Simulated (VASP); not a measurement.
A run of VASP 6.6.1:

File INCAR:

```
PREC = Accurate ; ENCUT = 520
EDIFF = 1E-7 ; ISMEAR = 0
SIGMA = 0.014 ; LREAL = F
LASPH = T ; NELM = 80
ALGO = Normal ; ISIF = 2
LWAVE = F ; LCHARG = F
GGA = PE ; NBANDS = 17
```

File KPOINTS:

```
Automatic mesh
0
Gamma
  8 8 8
```

POSCAR

```
SnSe
1.0
    0.0000000000      3.0100000000      3.0100000000
    3.0100000000      0.0000000000      3.0100000000
    3.0100000000      3.0100000000      0.0000000000
Sn Se
1 1
Direct
    0.0000000000      0.0000000000      0.0000000000
    0.5000000000      0.5000000000      0.5000000000
```

Potentials or basis: VASP PAW PBE potentials, release 64 (Sn_d, Se).

The run is started by

```console
$ cat potpaw_PBE.64/Sn_d/POTCAR potpaw_PBE.64/Se/POTCAR > POTCAR
$ mpirun -np 1 vasp_std > vasp.out
```

Hardware: 1 thread of Intel(R) Xeon(R) Platinum 8259CL CPU @ 2.50GHz (Skylake/Cascade Lake) (shared host).

Question: How long does it take, and how much memory?

Answer: Run time: 18 s on 1 thread of Intel(R) Xeon(R) Platinum 8259CL CPU @ 2.50GHz (Skylake/Cascade Lake), on a shared host, peak memory 0.18 GiB. Counts: scf iterations 13, k points 29.
